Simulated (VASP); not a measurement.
Crystal: BN.

```xyz
4
Lattice="2.5440 0.0000 0.0000 -1.2720 2.2031 0.0000 0.0000 0.0000 4.2078" Properties=species:S:1:pos:R:3 pbc="T T T"
B     0.0000    1.4688    0.0009
B     1.2720    0.7344    2.1048
N     0.0000    1.4688    1.5771
N     1.2720    0.7344    3.6810
```

Base run:

* Program: VASP 6.6.1
* Functional: PBE
* Potentials or basis: VASP PAW PBE potentials, release 64 (B, N)
* Cutoff: 520 eV
* k mesh: 9 × 9 × 4
* Occupations: gaussian, width 0.01 eV
* Spin: no spin polarisation

Its results: band gap on the k mesh 5.19 eV, indirect (least direct gap 8.29 eV); pressure 4.9 GPa; largest force 0.008 eV/Å.

Task: After a change of settings the same cell gave: band gap on the k mesh 6.42 eV, indirect (least direct gap 8.16 eV); pressure 14.6 GPa; largest force 0.593 eV/Å. Which change was it?
A. occupations from gaussian, width 0.01 eV to fermi-dirac, width 0.05 eV; further incar settings from ALGO = Normal; EDIFF = 1e-06; NBANDS = 16 to ALGO = Normal; EDIFF = 1e-07; NBANDS = 16
B. further incar settings from ALGO = Normal; EDIFF = 1e-06; NBANDS = 16 to ALGO = Normal; EDIFF = 1e-07; NBANDS = 16; dispersion from none to D3(BJ)
C. occupations from gaussian, width 0.01 eV to methfessel-paxton, width 0.5 eV
D. k mesh from 9 × 9 × 4 to 2 × 2 × 2

Result: D.

Caveats: some runs use coarse meshes.
